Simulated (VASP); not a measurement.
A run of VASP 6.6.1 is set up as follows.

INCAR

```
SYSTEM = Si5P13
PREC = Accurate
ENCUT = 520
EDIFF = 1E-6
ISMEAR = -1
SIGMA = 0.1034
LREAL = Auto
LASPH = .TRUE.
NELM = 80
ALGO = Normal
ISIF = 2
LWAVE = .FALSE.
LCHARG = .FALSE.
GGA = PE
ISYM = 0
NBANDS = 58
```

The input KPOINTS:

```
Automatic mesh
0
Gamma
  1 1 1
  0.25 0.25 0.25
```

Contents of POSCAR:

```
Si5P13
1.0
    7.0479230000      0.0446470000      0.1733930000
    0.0446470000      7.0511420000     -0.0312760000
    0.1733930000     -0.0312760000      7.0375900000
Si P
5 13
Direct
    0.8052570574      0.4313397041      0.6103662822
    0.4272379528      0.6475433801      0.1012666973
    1.0114514876      0.3271545716      0.1206872635
    0.3757146863      0.5207215181      0.7350652410
    0.7803723104      0.6316605057      0.3648549742
    0.7659588095      0.9738615249      0.6924690977
    0.8143571715      0.1115282051      0.4058004691
    0.5284089997      0.0875346479      0.3016724919
    0.4744939629      0.7673043868      0.4492237087
    0.3432841405      0.2715387923      0.4853622590
    0.0419287666      0.7953323614      0.6085947974
    0.2512643630      0.9524172256      0.7726467895
    0.6932425999      0.4245881646      0.1457552948
    1.0351184869      0.8548938813      0.2954050124
    0.0444782530      0.5422577558      0.7622540438
    0.5742020297      0.2625731018     -0.1914367527
    0.2065996352      0.5308260854      0.2923698576
    0.9648192808      0.0071889167      0.9229555758
```

Potentials or basis: VASP PAW PBE potentials, release 64 (Si, P).

The run is started by

```bash
$ cat potpaw_PBE.64/Si/POTCAR potpaw_PBE.64/P/POTCAR > POTCAR
$ mpirun -np 1 vasp_std > vasp.out
```

Q: What does it give for the largest force?

A: 2.281 eV/Å.

Q: Predict the pressure.

A: -1.4 GPa.

Stress tensor (GPa, compression positive):
```
-2.05 -1.00  2.80
-1.00 -0.33  0.56
 2.80  0.56 -1.96
```

Caveat: the k points lie up to 0.89 Å⁻¹ apart.
